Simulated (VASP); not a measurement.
# PbS: single point with r2SCAN

Crystal: PbS.

```
Pb S
1.0
     0.03998    2.99734    2.99734
     2.99734    0.03998    2.99734
     2.99734    2.99734    0.03998
Pb S
1 1
Cartesian
  0.0000 0.0000 0.0000
  3.0173 3.0173 3.0173
```

This cell differs from its parent crystal: epitaxial 111 strain -1.0%.

| Property | Result |
| --- | --- |
| Program | VASP 6.6.1 |
| Task | single point |
| Functional | r2SCAN |
| Potentials or basis | VASP PAW PBE potentials, release 64 (Pb_d, S) |
| Cutoff | 520 eV |
| k mesh | 8 × 8 × 8 |
| Occupations | fermi-dirac, width 0.02 eV |
| Spin | non-collinear spin, zero start, spin-orbit coupling |
| Starting moments | [[0.0, 0.0, 0.0], [0.0, 0.0, 0.0]] μB |

```
Pressure                                              : 0.3 GPa
Net moment                                            : 0.00 μB per cell
Valence electrons inside the program's atomic spheres : Pb 11.82; S 3.70
```

Stress tensor (GPa, compression positive):
```
 0.32 -0.28 -0.28
-0.28  0.32 -0.28
-0.28 -0.28  0.32
```

Moments on the atoms (μB; x, y, z):
```
Pb  0.00 0.00 0.00
S   0.00 0.00 0.00
```

Run time: 9.5 min on 1 thread of AMD EPYC 9R45 96-Core Processor (Zen 5), with other jobs on the host, peak memory 0.43 GiB.

Caveat: the cell differs from its parent crystal (epitaxial 111 strain -1.0%); the PAW data sets were made with another functional, which shifts forces and pressure a little.
